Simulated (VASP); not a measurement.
Set up this calculation in VASP 6.6.1, as the native input.

* Task: single point
* Functional: PBEsol
* Potentials or basis: VASP PAW PBE potentials, release 64 (Ba_sv, S)
* Cutoff: 520 eV
* k mesh: 2 × 2 × 2, shifted
* Occupations: fermi-dirac, width 0.0689 eV
* Spin: no spin polarisation
* Dipole correction: no
* Further INCAR settings: LREAL = Auto; ALGO = Normal; EDIFF = 1e-06; NBANDS = 78

The structure of BaS lies in POSCAR:

```
BaS
1.0
   -6.4298025573     -6.4298025573      0.0000000000
    0.0000000000     -6.4298025573      6.4298025573
   -6.4298025573      0.0000000000      6.4298025573
Ba S
8 8
Direct
    0.4589708585      0.0169596187     -0.0079598090
   -0.0011029888      0.0078548291      0.0173092407
    0.4903440614      0.4946586573     -0.0151576194
    0.0220584534      0.4799914885      0.0112019769
    0.5025991811     -0.0074082368      0.4833979694
   -0.0050103405     -0.0017859802      0.5051362730
    0.5211144464      0.5088773677      0.4941028860
    0.0106372629      0.4981523883      0.5047074885
    0.7489368386      0.2637749736      0.2551582238
    0.2608433128      0.2298535588      0.2564543756
    0.7608805957      0.7505609942      0.2501697347
    0.2523652920      0.7522179658      0.2538978430
    0.7477632411      0.2396173111      0.7673933929
    0.2633555984      0.2713073200      0.7339170150
    0.7270715482      0.7358962360      0.7553282479
    0.2404495295      0.7683368122      0.7587853525
```

This cell differs from its parent crystal: dynamics (nve) at 800 K, volume x 1.02, from the last frame before.

These files were run (other wordings do the same):

INCAR

```
SYSTEM = BaS
PREC = Accurate
ENCUT = 520
EDIFF = 1E-6
ISMEAR = -1
SIGMA = 0.0689
LREAL = Auto
LASPH = .True.
NELM = 60
ALGO = Normal
ISIF = 2
LWAVE = .False.
LCHARG = .False.
GGA = PS
NBANDS = 78
```

KPOINTS

```
Automatic mesh
0
Gamma
  2 2 2
  0.5 0.5 0.5
```

Potentials or basis: VASP PAW PBE potentials, release 64 (Ba_sv, S).

The run is started by

```console
$ cat potpaw_PBE.64/Ba_sv/POTCAR potpaw_PBE.64/S/POTCAR > POTCAR
$ mpirun -np 1 vasp_std > vasp.out
```

It gave:

```json
{"Pressure": "-0.8 GPa", "Largest force": "1.538 eV/Å", "Band gap on the k mesh": "2.44 eV"}
```

Caveat: the atoms stand as in a frame of molecular dynamics; the PAW data sets were made with another functional, which shifts forces and pressure a little; spin-orbit coupling is left out, which moves the levels of the heavy elements; a shifted mesh leaves out Γ, where band edges can lie.

It took 21 min on 1 thread of Intel(R) Xeon(R) Platinum 8259CL CPU @ 2.50GHz (Skylake/Cascade Lake), on a shared host, peak memory 0.9 GiB.
